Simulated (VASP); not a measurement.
# KBr (P3m1) in VASP: relaxation of cell and atoms with PBE

Aim: the relaxation of cell and atoms of KBr with PBE.

All numbers are computed with VASP 6.6.1; they aren't measurements. Logs are shortened: lines on timing, memory, paths and dates and some standing lists are left out, and cuts for length are marked.

## 1. The cell of the first run

The structure is trigonal, space group P3m1 (No. 156). The conventional cell has a = 4.976 Å, b = 4.976 Å, c = 8.283 Å, α = 90.00°, β = 90.00°, γ = 120.00°. K (site symmetry 3m) has 6 Br at 3.23 to 3.61 Å within 4.2 Å. Within 4.1 Å of K (site symmetry 3m) lie 4 Br at 3.11 to 3.25 Å. Br (site symmetry 3m) has 6 K at 3.25 to 3.61 Å within 4.3 Å. Within 4.1 Å of Br (site symmetry 3m) lie 4 K at 3.11 to 3.23 Å.

## 2. Relaxation of cell and atoms, PBE

The input, INCAR:

```
ALGO     = Normal         # electronic algorithm
EDIFF    = 1E-7           # SCF threshold, eV
EDIFFG   = -0.01          # ionic threshold
ENCUT    = 600            # plane-wave cutoff, eV
GGA      = PE             # functional
IBRION   = 2              # ionic algorithm
ISIF     = 3              # what is computed and relaxed
ISMEAR   = 0              # smearing method
LASPH    = T              # aspherical terms in the spheres
LCHARG   = F              # write CHGCAR
LREAL    = F              # projectors in reciprocal space
LWAVE    = F              # write WAVECAR
NELM     = 100            # most SCF steps
NSW      = 100            # ionic steps
PREC     = Accurate       # precision mode
SIGMA    = 0.02           # smearing width, eV
```

The input, KPOINTS:

```
k-points
0
Gamma
  6 6 4
```

The input, POSCAR:

```
KBr
1.0
    4.9756874610      0.0000000000      0.0000000000
   -2.4878437305      4.3090717425      0.0000000000
    0.0000000000      0.0000000000      8.2827338049
K Br
2 2
Direct
    0.6666666667      0.3333333333      0.2439073922
    0.3333333333      0.6666666667      0.7967857275
    0.0000000000      0.0000000000      0.9805180011
    0.3333333333      0.6666666667      0.4218871491
```

Potentials or basis: VASP PAW PBE potentials, release 64 (K_sv, Br).

Run with:

```sh
> cat potpaw_PBE.64/K_sv/POTCAR potpaw_PBE.64/Br/POTCAR > POTCAR
> mpirun -np 1 vasp_std > vasp.out
```

OUTCAR:

```text
EDIFF = 1E-7
   EDIFFG = -0.01
   ENCUT = 600
   GGA = PE
   IBRION = 2
   ISIF = 3
   ISMEAR = 0
   LASPH = T
   LREAL = F
   NELM = 100
   NSW = 100
   PREC = Accurate

 ion  position               nearest neighbor table
   1  0.667  0.333  0.244-   4 3.23   4 3.23   4 3.23
   2  0.333  0.667  0.797-   4 3.11   3 3.25   3 3.25   3 3.25
   3  0.000  0.000  0.981-   2 3.25   2 3.25   2 3.25
   4  0.333  0.667  0.422-   2 3.11   1 3.23   1 3.23   1 3.23

  LATTYP: Found a hexagonal cell.
 ALAT       =     4.9756874610
 C/A-ratio  =     1.6646410913

  Lattice vectors:

 A1 = (   4.9756874610,   0.0000000000,   0.0000000000)
 A2 = (  -2.4878437305,   4.3090717425,   0.0000000000)
 A3 = (   0.0000000000,   0.0000000000,   8.2827338049)

Analysis of symmetry for initial positions (statically):
=====================================================================
 Subroutine PRICEL returns:
 Original cell was already a primitive cell.

 Routine SETGRP: Setting up the symmetry group for a
 hexagonal supercell.

 Subroutine GETGRP returns: Found  6 space group operations
 (whereof  6 operations were pure point group operations)
 out of a pool of 24 trial point group operations.

The static configuration has the point symmetry C_3v.

Analysis of symmetry for dynamics (positions and initial velocities):
=====================================================================
 Subroutine PRICEL returns:
 Original cell was already a primitive cell.

 Routine SETGRP: Setting up the symmetry group for a
 hexagonal supercell.

 Subroutine GETGRP returns: Found  6 space group operations
 (whereof  6 operations were pure point group operations)
 out of a pool of 24 trial point group operations.

The dynamic configuration has the point symmetry C_3v.

 Subroutine INISYM returns: Found  6 space group operations
 (whereof  6 operations are pure point group operations),
 and found     1 'primitive' translations

----------------------------------------------------------------------------------------

                                     Primitive cell

  volume of cell :     177.5867

  direct lattice vectors                    reciprocal lattice vectors
     4.975687461  0.000000000  0.000000000     0.200977253  0.116034271  0.000000000
[... 76 lines left out ...]
   ions per type =               2   2
   NGX,Y,Z   is equivalent  to a cutoff of  13.36, 13.36, 14.05 a.u.
   NGXF,Y,Z  is equivalent  to a cutoff of  26.73, 26.73, 28.10 a.u.
 SYSTEM =  unknown system
   PREC   = accura    normal or accurate (medium, high low for compatibility)
   ISTART =      0    job   : 0-new  1-cont  2-samecut
   ICHARG =      2    charge: 1-file 2-atom 10-const
   ISPIN  =      1    spin polarized calculation?
   LNONCOLLINEAR =      F non collinear calculations
   LSORBIT =      F    spin-orbit coupling
   LASPH  =      T    aspherical Exc in radial PAW
   ENCUT  =  600.0 eV  44.10 Ry    6.64 a.u.   9.94  9.94 16.54*2*pi/ulx,y,z
   NELM   =    100;   NELMIN=  2; NELMDL= -5     # of ELM steps
   EDIFF  = 0.1E-06   stopping-criterion for ELM
   LREAL  =      F    real-space projection
   EDIFFG = -.1E-01   stopping-criterion for IOM
   NSW    =    100    number of steps for IOM
   IBRION =      2    ionic relax: 0-MD 1-quasi-New 2-CG
   NFREE  =      1    steps in history (QN), initial steepest desc. (CG)
   ISIF   =      3    stress and relaxation
   ISYM   =      2    0-nonsym 1-usesym 2-fastsym
   POTIM  = 0.5000    time-step for ionic-motion
   TEBEG  =    0.0;   TEEND  =   0.0 temperature during run
   PSTRESS=    0.0 pullay stress
   NELECT =      32.0000    total number of electrons
   NUPDOWN=      -1.0000    fix difference up-down
   EMIN   =  10.00;   EMAX   =-10.00  energy-range for DOS
   EFERMI =   0.00;   METHOD = LEGACY
   ISMEAR =     0;   SIGMA  =   0.02  broadening in eV -4-tet -1-fermi 0-gaus
   EFERMI_NEDOS =   21; number of points for ismear=-14 and -15
   IALGO  =     38    algorithm
   IMIX   =      4    mixing-type and parameters
     AMIX     =   0.40;   BMIX     =  1.00
     AMIX_MAG =   1.60;   BMIX_MAG =  1.00
  volume/ion in A,a.u.               =      44.40       299.60
  Fermi-wavevector in a.u.,A,eV,Ry     =   0.924673  1.747378 11.633245  0.855019
  Thomas-Fermi vector in A             =   2.050444
   LORBIT       =      0    0 simple, 1 ext, 2 COOP (PROOUT), +10 PAW based schemes
   GGA     = PE    functional components
   LHFCALC =     F    Hartree Fock is set to
   AEXX    =    0.0000 exact exchange contribution
   IVDW    =     0    specifies the selected vdW correction
   LEPSILON=     F    determine dielectric tensor
   LRPA    =     F    only Hartree local field effects (RPA)
 conjugate gradient relaxation of ions
 non-spin polarized calculation
 Gauss-broadening in eV      SIGMA  =   0.02
  energy-cutoff  :      600.00
  volume of cell :      177.59
 maximum number of plane-waves:      5946
   NGX = 19   NGY = 19   NGZ = 33

--------------------------------------- Ionic step        1  -------------------------------------------

 number of electron      32.0000000 magnetization

 Free energy of the ion-electron system (eV)
  ---------------------------------------------------
  ext. energy  EPLUGINS =         0.00000000
  ---------------------------------------------------
  free energy    TOTEN  =       -12.13449101 eV

  energy without entropy =      -12.13449101  energy(sigma->0) =      -12.13449101

------------------------ aborting loop because EDIFF is reached ----------------------------------------

  FORCE on cell =-STRESS in cart. coord.  units (eV):
  Direction    XX          YY          ZZ          XY          YZ          ZX
  --------------------------------------------------------------------------------------
  -------------------------------------------------------------------------------------
  Total        0.0339964      0.0339964      0.1118904      0.0000000      0.0000000     -0.0000000
  in kB        0.3067140      0.3067140      1.0094692      0.0000000      0.0000000     -0.0000000
  external PRESSURE =       0.5409657 kB  Pullay stress =       0.0000000 kB
[... 177 lines left out ...]
--------------------------------------- Ionic step        6  -------------------------------------------

 number of electron      32.0000000 magnetization

 Free energy of the ion-electron system (eV)
  ---------------------------------------------------
  ext. energy  EPLUGINS =         0.00000000
  ---------------------------------------------------
  free energy    TOTEN  =       -12.13477961 eV

  energy without entropy =      -12.13477961  energy(sigma->0) =      -12.13477961

 E-fermi :  -2.1415     XC(G=0):  -6.4359

 val. band max:       -2.3115060270   @ k =   0.0000   0.0000   0.5000
 cond. band min:       1.4820220167   @ k =   0.0000   0.0000   0.0000
 fundamental gap:      3.7935280437
 Fermi energy:        -2.1415022684

 k-point     1 :       0.0000    0.0000    0.0000
  band No.  band energies     occupation
      1     -30.8077      2.00000
      2     -30.3376      2.00000
      3     -15.0295      2.00000
      4     -14.5284      2.00000
      5     -14.3169      2.00000
      6     -14.3169      2.00000
[... 572 lines left out ...]
  FREE ENERGIE OF THE ION-ELECTRON SYSTEM (eV)
  ---------------------------------------------------
  free  energy   TOTEN  =       -12.1347796144 eV

  energy  without entropy=      -12.1347796144  energy(sigma->0) =      -12.13477961

 reached required accuracy - stopping structural energy minimisation
```

CONTCAR:

```text
KBr
   1.00000000000000
     4.9777357203942136    0.0000000000000000   -0.0000000000000000
    -2.4888678601971068    4.3108455871689069   -0.0000000000000000
    -0.0000000000000000    0.0000000000000000    8.3163716239628247
  K               Br
     2     2
Direct
     0.6666666667000030    0.3333333332999970    0.2440266122982389
     0.3333333332999970    0.6666666667000030    0.7970754916381251
     1.0000000000000000    0.0000000000000000    0.9799867206512902
     0.3333333332999970    0.6666666667000030    0.4220094453123513

  0.00000000E+00  0.00000000E+00  0.00000000E+00
  0.00000000E+00  0.00000000E+00  0.00000000E+00
  0.00000000E+00  0.00000000E+00  0.00000000E+00
  0.00000000E+00  0.00000000E+00  0.00000000E+00
```

Wall time 17 min (1 thread of Intel Xeon 8259CL, shared host); peak memory 0.4 GiB.

What came out:

```yaml
Free_energy: -12.1348 eV
Relaxed_volume: 44.61 Å³/atom
Relaxed_cell: a = 4.978 Å, b = 4.978 Å, c = 8.316 Å, α = 90.00°, β = 90.00°, γ = 120.00°
Space_group_after_relaxing_to_0.1_Å: P3m1 (No. 156)
Energy_gained_by_relaxing: 0.1 meV/atom
Ionic_steps: 6
Pressure_after_relaxing: 0.0 GPa
Largest_force_after_relaxing: 0.007 eV/Å
Band_gap_on_the_k_mesh: 3.79 eV (least direct gap 3.80 eV)
```

Forces on the atoms (eV/Å):
```
K    0.000  0.000  0.003
K    0.000  0.000 -0.004
Br   0.000  0.000 -0.006
Br   0.000  0.000  0.007
```

Step by step:
```csv
step,energy change (eV),largest force (eV/Å),pressure (GPa),volume (Å³)
1,0.0000,0.0155,0.05,177.59
2,-0.0002,0.0108,0.03,177.97
3,-0.0002,0.0124,-0.02,178.76
4,-0.0002,0.0120,-0.01,178.55
5,-0.0003,0.0105,0.00,178.52
6,-0.0003,0.0069,0.00,178.45
```

Final structure:
```cif
data_structure
_symmetry_space_group_name_H-M 'P 1'
_symmetry_Int_Tables_number 1
_cell_length_a 4.9777
_cell_length_b 4.9777
_cell_length_c 8.3164
_cell_angle_alpha 90.000
_cell_angle_beta 90.000
_cell_angle_gamma 120.000
_cell_volume 178.45
loop_
_atom_site_label
_atom_site_type_symbol
_atom_site_fract_x
_atom_site_fract_y
_atom_site_fract_z
_atom_site_occupancy
K1 K 0.66667 0.33333 0.24403 1
K2 K 0.33333 0.66667 0.79708 1
Br1 Br 0.00000 0.00000 0.97999 1
Br2 Br 0.33333 0.66667 0.42201 1
```

A k mesh can miss the band edges.
